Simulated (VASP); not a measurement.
# BN (zinc blende type): single point with HSE06

BN (zinc blende type):

```
B N
1.0
     0.00000    1.78423    1.78423
     1.78423    0.00000    1.78423
     1.78423    1.78423    0.00000
B N
1 1
Direct
  0.00000 0.00000 0.00000
  0.25000 0.25000 0.25000
```

| Item | Value |
| --- | --- |
| Program | VASP 6.6.1 |
| Task | single point |
| Functional | HSE06 |
| Potentials or basis | VASP PAW PBE potentials, release 64 (B, N) |
| Cutoff | 520 eV |
| k mesh | 4 × 4 × 4 |
| Occupations | fermi-dirac, width 0.05 eV |
| Spin | no spin polarisation |

```json
{"Pressure": "10.9 GPa", "Band gap on the k mesh": "5.85 eV, indirect (least direct gap 10.77 eV)"}
```

Levels at points of the mesh, in eV from the valence-band top:
```
           k point  band 2  band 3  band 4  band 5  band 6  band 7
(0.00, 0.00, 0.00)    0.00    0.00    0.00   10.77   10.77   10.77
(0.50, 0.00, 0.00)  -12.00   -2.18   -2.18   12.41   12.75   12.75
(0.50, 0.50, 0.00)  -10.02   -5.52   -5.52    5.85   10.98   21.11
```

Wall time 19 s on 1 thread of Intel(R) Xeon(R) Platinum 8488C (Sapphire Rapids), with other jobs on the host, peak memory 0.22 GiB.

Caveat: the k points lie up to 0.76 Å⁻¹ apart; the PAW data sets were made with another functional, which shifts forces and pressure a little. A k mesh can miss the band edges.
